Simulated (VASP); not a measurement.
# InP (I-4m2) in VASP: a series of runs, part 2 of 2

VASP 6.6.1.

### 4 Single point, PBE

This run uses another cell than the first one, of the same volume but with other edges.

Input file INCAR:

```
SYSTEM = InP
  ALGO = Normal
  EDIFF = 1E-6
  ENCUT = 520
  GGA = PE
  ISIF = 2
  ISMEAR = 0
  LASPH = .True.
  LCHARG = .True.
  LELF = .True.
  LREAL = .False.
  LVHAR = .True.
  LWAVE = .False.
  NBANDS = 16
  NELM = 60
  PREC = Accurate
  SIGMA = 0.05
```

Input file KPOINTS:

```
k-points
0
Gamma
  12 12 12
  0 0 0
```

Input file POSCAR:

```
InP
1.0
    0.0000000000      3.0640226659      2.8189008526
    3.0640226659      0.0000000000      2.8189008526
    3.0640226659      3.0640226659      0.0000000000
In P
1 1
Direct
    0.0000000000      0.0000000000      0.0000000000
    0.7500000000      0.7500000000      0.7500000000
```

Potentials or basis: VASP PAW PBE potentials, release 64 (In_d, P).

Run with:

```
cat potpaw_PBE.64/In_d/POTCAR potpaw_PBE.64/P/POTCAR > POTCAR
mpirun -np 1 vasp_std > vasp.out
```

OUTCAR:

```text
SYSTEM = InP
   EDIFF = 1E-6
   ENCUT = 520
   GGA = PE
   ISIF = 2
   ISMEAR = 0
   LASPH = .True.
   LREAL = .False.
   NELM = 60
   PREC = Accurate

 ion  position               nearest neighbor table
   1  0.000  0.000  0.000-   2 2.58   2 2.58   2 2.58   2 2.58
   2  0.750  0.750  0.750-   1 2.58   1 2.58   1 2.58   1 2.58

  LATTYP: Found a body centered tetragonal cell.
 ALAT       =     4.3331824095
 C/A-ratio  =     1.3010764774

  Lattice vectors:

 A1 = (   0.0000000000,  -3.0640226659,  -2.8189008526)
 A2 = (   0.0000000000,   3.0640226659,  -2.8189008526)
 A3 = (   3.0640226659,   0.0000000000,   2.8189008526)

Analysis of symmetry for initial positions (statically):
=====================================================================
 Subroutine PRICEL returns:
 Original cell was already a primitive cell.

 Routine SETGRP: Setting up the symmetry group for a
 body centered tetragonal supercell.

 Subroutine GETGRP returns: Found  8 space group operations
 (whereof  8 operations were pure point group operations)
 out of a pool of 16 trial point group operations.

The static configuration has the point symmetry D_2d.

Analysis of symmetry for dynamics (positions and initial velocities):
[... 161 lines left out ...]
 val. band max:        4.8672917007   @ k =   0.0000   0.0000   0.0000
 cond. band min:       5.0572461354   @ k =   0.0000   0.0000   0.0000
 fundamental gap:      0.1899544347
 Fermi energy:         4.9622687924

 k-point     1 :       0.0000    0.0000    0.0000
  band No.  band energies     occupation
      1      -9.4549      2.00000
      2      -9.4549      2.00000
      3      -9.4223      2.00000
      4      -9.3279      2.00000
      5      -9.3117      2.00000
      6      -6.5166      2.00000
[... 433 lines left out ...]
      3      -9.3993      2.00000
      4      -9.3328      2.00000
      5      -9.2930      2.00000
      6      -4.7927      2.00000
[... 8 lines left out ...]
     15      14.3221      0.00000
     16      15.6661      0.00000

 [... further k-points ...]

------------------------ aborting loop because EDIFF is reached ----------------------------------------

  FORCE on cell =-STRESS in cart. coord.  units (eV):
  Direction    XX          YY          ZZ          XY          YZ          ZX
  --------------------------------------------------------------------------------------
  -------------------------------------------------------------------------------------
  Total       -0.3908989     -0.3908989      0.5709343      0.0000000      0.0000000      0.0000000
  in kB      -11.8326303    -11.8326303     17.2823581      0.0000000      0.0000000      0.0000000
  external PRESSURE =      -2.1276342 kB  Pullay stress =       0.0000000 kB

 VOLUME and BASIS-vectors are now :
 -----------------------------------------------------------------------------
  energy-cutoff  :      520.00
  volume of cell :       52.93
      direct lattice vectors                 reciprocal lattice vectors
     0.000000000  3.064022666  2.818900853    -0.163184171  0.163184171  0.177374099
     3.064022666  0.000000000  2.818900853     0.163184171 -0.163184171  0.177374099
     3.064022666  3.064022666  0.000000000     0.163184171  0.163184171 -0.177374099

 POSITION                                       TOTAL-FORCE (eV/Angst)
 -----------------------------------------------------------------------------------
      0.00000      0.00000      0.00000        -0.000000     -0.000000      0.000000
      4.59603      4.59603      4.22835         0.000000      0.000000     -0.000000
 -----------------------------------------------------------------------------------
    total drift:                                0.000000      0.000000      0.000001

  FREE ENERGIE OF THE ION-ELECTRON SYSTEM (eV)
  ---------------------------------------------------
  free  energy   TOTEN  =        -8.3801596151 eV

  energy  without entropy=       -8.3801587303  energy(sigma->0) =       -8.38015917
```

OSZICAR:

```text
N       E                     dE             d eps       ncg     rms          rms(c)
DAV:   1     0.112986104666E+03    0.11299E+03   -0.83899E+03  5264   0.123E+03
DAV:   2    -0.977348654227E+00   -0.11396E+03   -0.10869E+03  5704   0.302E+02
DAV:   3    -0.857224691887E+01   -0.75949E+01   -0.75584E+01  6936   0.752E+01
DAV:   4    -0.877349660104E+01   -0.20125E+00   -0.20119E+00  6792   0.135E+01
DAV:   5    -0.878306215817E+01   -0.95656E-02   -0.95654E-02  7928   0.246E+00    0.522E+00
DAV:   6    -0.840273137985E+01    0.38033E+00   -0.62582E-01  8272   0.122E+01    0.313E+00
DAV:   7    -0.837884133692E+01    0.23890E-01   -0.14684E-01  7440   0.286E+00    0.120E+00
DAV:   8    -0.837932713157E+01   -0.48579E-03   -0.13780E-02  6600   0.136E+00    0.270E-01
DAV:   9    -0.837995984544E+01   -0.63271E-03   -0.13351E-03  6800   0.404E-01    0.146E-01
DAV:  10    -0.838008615583E+01   -0.12631E-03   -0.20439E-04  8088   0.158E-01    0.945E-02
DAV:  11    -0.838015958633E+01   -0.73431E-04   -0.10015E-04  6424   0.791E-02    0.336E-02
DAV:  12    -0.838015961507E+01   -0.28746E-07   -0.73525E-06  6496   0.309E-02
   1 F= -.83801596E+01 E0= -.83801592E+01  d E =-.884769E-06
```

stdout:

```text
POSCAR found type information on POSCAR InP
 POSCAR found :  2 types and       2 ions
 scaLAPACK will be used
 LDA part: xc-table for (Slater+PW92), standard interpolation
 POSCAR, INCAR and KPOINTS ok, starting setup
 FFT: planning ... GRIDC
 FFT: planning ... GRID_SOFT
 FFT: planning ... GRID
 WAVECAR not read
 entering main loop
```

Wall time 2.1 min (1 thread of Intel Xeon 8259CL, shared host); peak memory 0.27 GiB.

What came out:

```yaml
Free_energy: -8.3802 eV
Pressure: -0.2 GPa
Band_gap_on_the_k_mesh: 0.19 eV
```

Stress tensor (GPa, compression positive):
```
-1.18  0.00  0.00
 0.00 -1.18  0.00
 0.00  0.00  1.73
```

Caveat: spin-orbit coupling is left out, which moves the levels of the heavy elements.

### 5 Single point, PBE

This run uses another cell than the first one, of the same volume but with other edges.

Input file INCAR:

```
SYSTEM = InP
PREC = Accurate
ENCUT = 520
EDIFF = 1E-6
ISMEAR = 0
SIGMA = 0.05
LREAL = .False.
LASPH = .True.
NELM = 80
ALGO = Normal
ISIF = 2
LWAVE = .False.
LCHARG = .True.
GGA = PE
LELF = .True.
LVHAR = .True.
NBANDS = 16
```

Input file KPOINTS:

```
Automatic mesh
0
Gamma
  12 12 12
  0 0 0
```

Input file POSCAR:

```
InP
1.0
    0.0000000000      2.8868464707      3.1755311178
    2.8868464707      0.0000000000      3.1755311178
    2.8868464707      2.8868464707      0.0000000000
In P
1 1
Direct
    0.0000000000      0.0000000000      0.0000000000
    0.7500000000      0.7500000000      0.7500000000
```

Run with:

```
cat potpaw_PBE.64/In_d/POTCAR potpaw_PBE.64/P/POTCAR > POTCAR
mpirun -np 1 vasp_std > vasp.out
```

Wall time 2.3 min (1 thread of Intel Xeon 8259CL, shared host); peak memory 0.28 GiB.

It converged, with:

```yaml
Free_energy: -8.3622 eV
Pressure: -0.2 GPa
Band_gap_on_the_k_mesh: 0.22 eV
```

Stress tensor (GPa, compression positive):
```
 1.32  0.00  0.00
 0.00  1.32  0.00
 0.00  0.00 -3.33
```

Levels at points of the mesh, in eV from the valence-band top:
```tsv
k point	band 6	band 7	band 8	band 9	band 10	band 11	band 12	band 13
(0.00, 0.00, 0.00)	-11.33	-0.50	0.00	0.00	0.22	3.92	3.92	4.09
(0.50, 0.00, 0.00)	-9.77	-5.62	-1.36	-0.74	1.09	4.50	4.97	6.87
(0.50, 0.50, 0.00)	-9.38	-6.05	-1.95	-1.95	2.05	2.66	8.13	9.11
(0.50, 0.00, 0.50)	-9.07	-5.49	-2.47	-2.44	1.54	1.84	8.51	8.91
```

Caveat: spin-orbit coupling is left out, which moves the levels of the heavy elements.

### 6 Single point, PBE

This run uses another cell than the first one, of the same volume but with other edges.

Input file INCAR:

```
PREC = Accurate
ENCUT = 520
EDIFF = 1E-6
ISMEAR = 0
SIGMA = 0.05
LREAL = F
LASPH = T
NELM = 80
ALGO = Normal
ISIF = 2
LWAVE = F
LCHARG = F
GGA = PE
NBANDS = 16
```

Input file KPOINTS:

```
Automatic mesh
0
Gamma
  12 12 12
```

Input file POSCAR:

```
InP
1.0
    0.0000000000      3.4401981967      2.2361288279
    3.4401981967      0.0000000000      2.2361288279
    3.4401981967      3.4401981967      0.0000000000
In P
1 1
Direct
    0.0000000000      0.0000000000      0.0000000000
    0.7500000000      0.7500000000      0.7500000000
```

Potentials or basis: VASP PAW PBE potentials, release 64 (In_d, P).

Run with:

```
cat potpaw_PBE.64/In_d/POTCAR potpaw_PBE.64/P/POTCAR > POTCAR
mpirun -np 1 vasp_std > vasp.out
```

It took 2.2 min on 1 thread of Intel Xeon 8259CL, shared host; peak memory 0.28 GiB.

It converged, with:

```yaml
Free_energy: -7.9040 eV
Pressure: -3.7 GPa
Band_gap_on_the_k_mesh: zero (bands 9 and 10 overlap by 0.72 eV)
```

Stress tensor (GPa, compression positive):
```
-6.47  0.00  0.00
 0.00 -6.47  0.00
 0.00  0.00  1.88
```

Levels at points of the mesh, in eV from the Fermi level:
| k point | band 6 | band 7 | band 8 | band 9 | band 10 | band 11 | band 12 | band 13 |
| --- | --- | --- | --- | --- | --- | --- | --- | --- |
| (0.00, 0.00, 0.00) | -11.13 | -0.73 | -0.73 | -0.54 | 0.47 | 4.49 | 5.13 | 5.13 |
| (0.50, 0.00, 0.00) | -9.57 | -5.37 | -1.87 | -0.61 | 0.03 | 3.51 | 5.35 | 6.93 |
| (0.50, 0.50, 0.00) | -8.56 | -4.04 | -3.44 | -3.44 | -0.02 | 1.40 | 8.77 | 8.77 |
| (0.50, 0.00, 0.50) | -9.54 | -6.25 | -1.10 | -0.95 | 2.56 | 3.59 | 6.30 | 6.48 |

Caveat: the cell stands under tension; semilocal functionals underestimate gaps, so a narrow gap can read as zero; spin-orbit coupling is left out, which moves the levels of the heavy elements.

### 7 The runs side by side

```csv
cell,gap on the mesh (eV),pressure (GPa)
"a = 4.106, b = 4.106, c = 4.578 Å, angles 56.1, 56.1, 67.8°, 2 atoms",0.18,-1.3
"a = 4.478, b = 4.478, c = 3.861 Å, angles 64.5, 64.5, 51.1°, 2 atoms",none,-0.9
"a = 4.163, b = 4.163, c = 4.333 Å, angles 58.6, 58.6, 62.7°, 2 atoms",0.19,-0.2
"a = 4.292, b = 4.292, c = 4.083 Å, angles 61.6, 61.6, 56.8°, 2 atoms",0.22,-0.2
"a = 4.103, b = 4.103, c = 4.865 Å, angles 53.6, 53.6, 72.7°, 2 atoms",none,-3.7
```

Alike in all rows: task single point; level PBE; potentials or basis VASP PAW PBE potentials, release 64 (In_d, P); no spin polarisation; k mesh 12 × 12 × 12; cutoff (eV) 520; smearing gaussian 0.05 eV.

Caveats: spin-orbit coupling is left out, which moves the levels of the heavy elements; semilocal functionals underestimate gaps, so a narrow gap can read as zero (at least some runs); the cell stands under tension (at least some runs).

Total energies depend on the potentials used, so only differences within one code and one set of settings carry meaning.
